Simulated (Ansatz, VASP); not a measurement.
One calculation of C, two programs

```
C
1.0
     0.00000    1.78337    1.78337
     1.78337    0.00000    1.78337
     1.78337    1.78337    0.00000
C
2
Direct
  0.75000 0.75000 0.75000
  0.50000 0.50000 0.50000
```

Alike in both runs: task single point; functional PBE; k mesh 9 × 9 × 9; occupations fermi-dirac, width 0.03 eV; no spin polarisation.

```csv
,VASP,Ansatz
version,VASP 6.6.1,Ansatz 0.2.0
potentials or method,"VASP PAW PBE potentials, release 64 (C), cutoff 520 eV","all-electron LAPW, scalar-relativistic"
```

VASP gave:

```
gap on the k mesh at the Fermi level (eV) : 4.15
least direct gap on the mesh (eV)         : 5.59
pressure (GPa)                            : 2.5
```

Problem. Which values does Ansatz return?

Solution. gap on the k mesh at the Fermi level (eV): 4.16; least direct gap on the mesh (eV): 5.60; pressure (GPa): 1.8.

Ansatz ran all-electron here, and VASP with PAW potentials.
